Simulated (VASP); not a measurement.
A run of VASP 6.6.1 is set up as follows.

Contents of INCAR:

```
  ALGO = Normal
  EDIFF = 1E-6
  EDIFFG = -0.04
  ENCUT = 600
  GGA = PE
  IBRION = 2
  ISIF = 3
  ISMEAR = 0
  LASPH = True
  LCHARG = False
  LREAL = False
  LWAVE = False
  NELM = 100
  NSW = 90
  PREC = Accurate
  SIGMA = 0.1
```

KPOINTS

```
k-points
0
Gamma
  4 4 4
```

The input POSCAR:

```
CdI4
1.0
    6.0782996800      0.0000000000      0.0000000000
    0.0000000000      6.0782996800      0.0000000000
    0.0000000000      0.0000000000      6.0782996800
Cd I
1 4
Direct
    0.5000000000      0.5000000000      0.5000000000
    0.5000000000      0.0000000000      0.0000000000
    0.0000000000      0.5000000000      0.0000000000
    0.0000000000      0.0000000000      0.5000000000
    0.0000000000      0.0000000000      0.0000000000
```

Potentials or basis: VASP PAW PBE potentials, release 64 (Cd, I).

The run is started by

```sh
$ cat potpaw_PBE.64/Cd/POTCAR potpaw_PBE.64/I/POTCAR > POTCAR
$ mpirun -np 1 vasp_std > vasp.out
```

Q: What does it give for the relaxed cell?

A: a = 6.248 Å, b = 6.248 Å, c = 6.248 Å, α = 90.00°, β = 90.00°, γ = 90.00°.

Q: What does it give for the band gap on the k mesh?

A: Zero (bands 20 and 21 overlap by 2.32 eV).

The path:
| step | energy change (eV) | largest force (eV/Å) | pressure (GPa) | volume (Å³) |
| --- | --- | --- | --- | --- |
| 1 | 0.0000 | 0.0000 | 1.35 | 224.57 |
| 2 | -0.0652 | 0.0000 | 0.37 | 237.10 |
| 3 | -0.0720 | 0.0000 | -0.04 | 243.86 |

Caveat: spin-orbit coupling is left out, which moves the levels of the heavy elements.
